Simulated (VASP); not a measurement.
# In (I4/mmm) in VASP: relaxation of cell and atoms with PBE

Aim: the relaxation of cell and atoms of In with PBE.

All numbers are computed with VASP 6.6.1; they aren't measurements. Logs are shortened: lines on timing, memory, paths and dates and some standing lists are left out, and cuts for length are marked.

## (1) The cell of the first run

It takes space group I4/mmm (No. 139, tetragonal). Conventional cell: a = 3.251 Å, b = 3.251 Å, c = 4.947 Å, α = 90.00°, β = 90.00°, γ = 90.00°. In (site symmetry 4/mmm) has 12 In at 3.25 to 3.38 Å within 4.3 Å.

## (2) Relaxation of cell and atoms, PBE

File INCAR:

```
SYSTEM = In
PREC = Accurate ; ENCUT = 600
EDIFF = 1E-6 ; ISMEAR = -1
SIGMA = 0.05 ; LREAL = .False.
LASPH = .True. ; NELM = 100
ALGO = Normal ; ISIF = 3
LWAVE = .False. ; LCHARG = .False.
GGA = PE ; IBRION = 2
NSW = 80 ; EDIFFG = -0.01
```

File KPOINTS:

```
Automatic mesh
0
Gamma
  17 17 17
  0 0 0
```

File POSCAR:

```
In
1.0
   -1.6254700000      1.6254700000      2.4737000000
    1.6254700000     -1.6254700000      2.4737000000
    1.6254700000      1.6254700000     -2.4737000000
In
1
Direct
    0.0000000000      0.0000000000      0.0000000000
```

Potentials or basis: VASP PAW PBE potentials, release 64 (In_d).

Command:

```sh
> cat potpaw_PBE.64/In_d/POTCAR > POTCAR
> mpirun -np 1 vasp_std > vasp.out
```

OUTCAR:

```text
SYSTEM = In
   PREC = Accurate
   ENCUT = 600
   EDIFF = 1E-6
   ISMEAR = -1
   LREAL = .False.
   LASPH = .True.
   NELM = 100
   ISIF = 3
   GGA = PE
   IBRION = 2
   NSW = 80
   EDIFFG = -0.01

 ion  position               nearest neighbor table
   1  0.000  0.000  0.000-

  LATTYP: Found a body centered tetragonal cell.
 ALAT       =     3.2509400000
 C/A-ratio  =     1.5218367611

  Lattice vectors:

 A1 = (  -1.6254700000,   1.6254700000,   2.4737000000)
 A2 = (   1.6254700000,  -1.6254700000,   2.4737000000)
 A3 = (   1.6254700000,   1.6254700000,  -2.4737000000)

Analysis of symmetry for initial positions (statically):
=====================================================================
 Subroutine PRICEL returns:
 Original cell was already a primitive cell.

 Routine SETGRP: Setting up the symmetry group for a
 body centered tetragonal supercell.

 Subroutine GETGRP returns: Found 16 space group operations
 (whereof 16 operations were pure point group operations)
 out of a pool of 16 trial point group operations.

The static configuration has the point symmetry D_4h.

Analysis of symmetry for dynamics (positions and initial velocities):
=====================================================================
 Subroutine PRICEL returns:
 Original cell was already a primitive cell.

 Routine SETGRP: Setting up the symmetry group for a
 body centered tetragonal supercell.

 Subroutine GETGRP returns: Found 16 space group operations
 (whereof 16 operations were pure point group operations)
 out of a pool of 16 trial point group operations.

The dynamic configuration has the point symmetry D_4h.

 Subroutine INISYM returns: Found 16 space group operations
 (whereof 16 operations are pure point group operations),
 and found     1 'primitive' translations

----------------------------------------------------------------------------------------

                                     Primitive cell

  volume of cell :      26.1436

  direct lattice vectors                    reciprocal lattice vectors
    -1.625470000  1.625470000  2.473700000     0.000000000  0.307603339  0.202126369
     1.625470000 -1.625470000  2.473700000     0.307603339  0.000000000  0.202126369
[... 91 lines left out ...]
   POTIM  = 0.5000    time-step for ionic-motion
   TEBEG  =    0.0;   TEEND  =   0.0 temperature during run
   PSTRESS=    0.0 pullay stress
   NELECT =      13.0000    total number of electrons
   NUPDOWN=      -1.0000    fix difference up-down
   EMIN   =  10.00;   EMAX   =-10.00  energy-range for DOS
   EFERMI =   0.00;   METHOD = LEGACY
   ISMEAR =    -1;   SIGMA  =   0.05  broadening in eV -4-tet -1-fermi 0-gaus
   EFERMI_NEDOS =   21; number of points for ismear=-14 and -15
   IALGO  =     38    algorithm
   IMIX   =      4    mixing-type and parameters
     AMIX     =   0.40;   BMIX     =  1.00
     AMIX_MAG =   1.60;   BMIX_MAG =  1.00
  volume/ion in A,a.u.               =      26.14       176.43
  Fermi-wavevector in a.u.,A,eV,Ry     =   1.296983  2.450943 22.887245  1.682165
  Thomas-Fermi vector in A             =   2.428405
   LORBIT       =      0    0 simple, 1 ext, 2 COOP (PROOUT), +10 PAW based schemes
   GGA     = PE    functional components
   LHFCALC =     F    Hartree Fock is set to
   AEXX    =    0.0000 exact exchange contribution
   IVDW    =     0    specifies the selected vdW correction
   LEPSILON=     F    determine dielectric tensor
   LRPA    =     F    only Hartree local field effects (RPA)
 conjugate gradient relaxation of ions
 non-spin polarized calculation
  energy-cutoff  :      600.00
  volume of cell :       26.14
 maximum number of plane-waves:       902
   NGX = 13   NGY = 13   NGZ = 13

--------------------------------------- Ionic step        1  -------------------------------------------

 number of electron      13.0000006 magnetization

 Free energy of the ion-electron system (eV)
  ---------------------------------------------------
  ext. energy  EPLUGINS =         0.00000000
  ---------------------------------------------------
  free energy    TOTEN  =        -2.55237759 eV

  energy without entropy =       -2.54821763  energy(sigma->0) =       -2.55029761

------------------------ aborting loop because EDIFF is reached ----------------------------------------

  FORCE on cell =-STRESS in cart. coord.  units (eV):
  Direction    XX          YY          ZZ          XY          YZ          ZX
  --------------------------------------------------------------------------------------
  -------------------------------------------------------------------------------------
  Total        0.3024448      0.3024448      0.3847326      0.0000000     -0.0000000      0.0000000
  in kB       18.5349654     18.5349654     23.5778741      0.0000000     -0.0000000      0.0000000
  external PRESSURE =      20.2159349 kB  Pullay stress =       0.0000000 kB
[... 267 lines left out ...]
--------------------------------------- Ionic step        9  -------------------------------------------

 number of electron      12.9999997 magnetization

 Free energy of the ion-electron system (eV)
  ---------------------------------------------------
  ext. energy  EPLUGINS =         0.00000000
  ---------------------------------------------------
  free energy    TOTEN  =        -2.56157499 eV

  energy without entropy =       -2.55803284  energy(sigma->0) =       -2.55980391

 E-fermi :   6.9914     XC(G=0): -10.0219

 val. band max:        6.9891353847   @ k =   0.3529   0.0000  -0.0000
 cond. band min:       6.9947779572   @ k =  -0.2941   0.3529   0.2941
 fundamental gap:      0.0056425725
 Fermi energy:         6.9913728492

 k-point     1 :       0.0000    0.0000    0.0000
  band No.  band energies     occupation
      1      -7.7079      2.00000
      2      -7.5691      2.00000
      3      -7.5691      2.00000
      4      -7.5386      2.00000
      5      -7.4040      2.00000
      6      -2.2365      2.00000
      7      17.0853      0.00000
      8      17.0853      0.00000
      9      17.2481      0.00000
     10      18.5108      0.00000
[... 287 lines left out ...]
 k-point    24 :      -0.1176    0.0588    0.0000
  band No.  band energies     occupation
      1      -7.6749      2.00000
      2      -7.5833      2.00000
      3      -7.5535      2.00000
      4      -7.5258      2.00000
      5      -7.4184      2.00000
      6      -1.9547      2.00000
      7      14.9298      0.00000
      8      15.9573      0.00000
      9      16.6505      0.00000
     10      17.9310      0.00000

 [... further k-points ...]
[... 5 lines left out ...]
  --------------------------------------------------------------------------------------
  -------------------------------------------------------------------------------------
  Total       -0.0065671     -0.0065671      0.0030006      0.0000000     -0.0000000      0.0000000
  in kB       -0.3829091     -0.3829091      0.1749563      0.0000000     -0.0000000      0.0000000
  external PRESSURE =      -0.1969540 kB  Pullay stress =       0.0000000 kB
[... 16 lines left out ...]
  FREE ENERGIE OF THE ION-ELECTRON SYSTEM (eV)
  ---------------------------------------------------
  free  energy   TOTEN  =        -2.5615749947 eV

  energy  without entropy=       -2.5580328351  energy(sigma->0) =       -2.55980391

 reached required accuracy - stopping structural energy minimisation
```

It took 19 min on 1 thread of AMD EPYC 7R13 (Zen 3), shared host; peak memory 0.24 GiB.

Results:

* Free energy: -2.5616 eV
* Relaxed volume: 27.48 Å³/atom
* Relaxed cell: a = 3.457 Å, b = 3.457 Å, c = 3.457 Å, α = 123.56°, β = 123.56°, γ = 83.94°
* Space group after relaxing (to 0.05 Å): I4/mmm (No. 139)
* Energy gained by relaxing: 9.2 meV/atom
* Ionic steps: 9
* Pressure after relaxing: 0.0 GPa

The path:
| step | energy change (eV) | largest force (eV/Å) | pressure (GPa) | volume (Å³) |
| --- | --- | --- | --- | --- |
| 1 | 0.0000 | 0.0000 | 2.02 | 26.14 |
| 2 | -0.0083 | 0.0000 | 0.07 | 27.41 |
| 3 | -0.0083 | 0.0000 | 0.02 | 27.48 |
| 4 | -0.0083 | 0.0000 | -0.15 | 27.60 |
| 5 | -0.0083 | 0.0000 | -0.04 | 27.50 |
| 6 | -0.0085 | 0.0000 | -0.03 | 27.50 |
| 7 | -0.0089 | 0.0000 | -0.05 | 27.49 |
| 8 | -0.0092 | 0.0000 | -0.02 | 27.47 |
| 9 | -0.0092 | 0.0000 | -0.02 | 27.48 |

Final structure:
```cif
data_structure
_symmetry_space_group_name_H-M 'P 1'
_symmetry_Int_Tables_number 1
_cell_length_a 3.4572
_cell_length_b 3.4572
_cell_length_c 3.4572
_cell_angle_alpha 123.561
_cell_angle_beta 123.561
_cell_angle_gamma 83.936
_cell_volume 27.48
loop_
_atom_site_label
_atom_site_type_symbol
_atom_site_fract_x
_atom_site_fract_y
_atom_site_fract_z
_atom_site_occupancy
In1 In 0.00000 0.00000 0.00000 1
```

Caveat: spin-orbit coupling is left out, which moves the levels of the heavy elements. Zero-point motion and thermal expansion aren't in these numbers.
